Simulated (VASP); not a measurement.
# Br: single point with r2SCAN

Crystal: Br.

```
Br
1.0
     4.26301    0.00000    0.00000
    -2.13150    3.69188    0.00000
     0.00000    0.00000    6.96431
Br
2
Direct
  0.33333 0.66667 0.25000
  0.66666 0.33333 0.75000
```

```json
{
 "Program": "VASP 6.6.1",
 "Task": "single point",
 "Functional": "r2SCAN",
 "Potentials or basis": "VASP PAW PBE potentials, release 64 (Br)",
 "Cutoff": "520 eV",
 "k mesh": "7 × 7 × 4",
 "Occupations": "tetrahedron",
 "Spin": "no spin polarisation",
 "Dipole correction": "no",
 "Further INCAR settings": "ALGO = Normal; EDIFF = 1e-07; NBANDS = 14"
}
```

The pressure is -2.7 GPa and the band gap on the k mesh is zero (band 7 reaches -3.98 eV, above the bottom of band 8 at -4.37 eV).

Stress tensor (GPa, compression positive):
```
-2.75  0.00  0.00
 0.00 -2.78  0.00
 0.00  0.00 -2.63
```

Levels at points of the mesh, in eV from the Fermi level:
| k point | band 3 | band 4 | band 5 | band 6 | band 7 | band 8 | band 9 | band 10 | band 11 | band 12 |
| --- | --- | --- | --- | --- | --- | --- | --- | --- | --- | --- |
| (0.00, 0.00, 0.00) | -1.17 | 0.05 | 0.05 | 0.21 | 0.21 | 0.22 | 6.85 | 9.02 | 11.66 | 12.62 |
| (0.00, 0.00, 0.50) | -0.55 | -0.55 | 0.13 | 0.13 | 0.13 | 0.13 | 8.17 | 8.17 | 11.59 | 11.59 |

Wall time 3.8 min on 1 thread of AMD EPYC 7R13 Processor (Zen 3), on a shared host, peak memory 0.23 GiB.

Caveat: the PAW data sets were made with another functional, which shifts forces and pressure a little; tetrahedron occupations give inexact forces and stress in metals.
